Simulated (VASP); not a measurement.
Wanted: the native input for a VASP 6.6.1 run.

- Task: single point
- Functional: PBE
- Potentials or basis: VASP PAW PBE potentials, release 64 (Rh_pv, O)
- Cutoff: 520 eV
- k mesh: 11 × 11 × 11
- Occupations: fermi-dirac, width 0.0612256 eV
- Spin: no spin polarisation
- Dipole correction: no
- Further INCAR settings: ALGO = Normal; EDIFF = 1e-07; NBANDS = 73

The structure of Rh2O5 (cubic X2O5 type) lies in POSCAR:

```
Rh2O5
1.0
    5.0762862256      0.0000000000      0.0000000000
    0.0000000000      5.0762862256      0.0000000000
    0.0000000000      0.0000000000      5.0762862256
Rh O
4 10
Direct
    0.0000000000      0.0000000000      0.0000000000
    0.5000000000      0.5000000000      0.0000000000
    0.5000000000      0.0000000000      0.5000000000
    0.0000000000      0.5000000000      0.5000000000
    0.5000000000      0.0000000000      0.0000000000
    0.0000000000      0.5000000000      0.0000000000
    0.0000000000      0.0000000000      0.5000000000
    0.5000000000      0.5000000000      0.5000000000
    0.7500000000      0.7500000000      0.2500000000
    0.7500000000      0.2500000000      0.7500000000
    0.2500000000      0.7500000000      0.7500000000
    0.7500000000      0.2500000000      0.2500000000
    0.2500000000      0.7500000000      0.2500000000
    0.2500000000      0.2500000000      0.7500000000
```

These files were run (other wordings do the same):

INCAR

```
SYSTEM = Rh2O5
PREC     = Accurate       ! precision mode
ENCUT    = 520            ! plane-wave cutoff, eV
EDIFF    = 1E-7           ! SCF threshold, eV
ISMEAR   = -1             ! smearing method
SIGMA    = 0.06122561905347299 ! smearing width, eV
LREAL    = .FALSE.        ! projectors in reciprocal space
LASPH    = .TRUE.         ! aspherical terms in the spheres
NELM     = 60             ! most SCF steps
ALGO     = Normal         ! electronic algorithm
ISIF     = 2              ! what is computed and relaxed
LWAVE    = .FALSE.        ! write WAVECAR
LCHARG   = .FALSE.        ! write CHGCAR
GGA      = PE             ! functional
NBANDS   = 73             ! bands
```

KPOINTS

```
regular mesh
0
G
  11 11 11
  0 0 0
```

Potentials or basis: VASP PAW PBE potentials, release 64 (Rh_pv, O).

The run is started by

```sh
$ cat potpaw_PBE.64/Rh_pv/POTCAR potpaw_PBE.64/O/POTCAR > POTCAR
$ mpirun -np 1 vasp_std > vasp.out
```

Results of the run:

```yaml
Pressure: -0.1 GPa
Band_gap_on_the_k_mesh: zero (bands 60 and 61 overlap by 0.97 eV)
```

Wall time 16 min on 1 thread of Intel Xeon 8259CL, with other jobs on the host, peak memory 0.49 GiB.
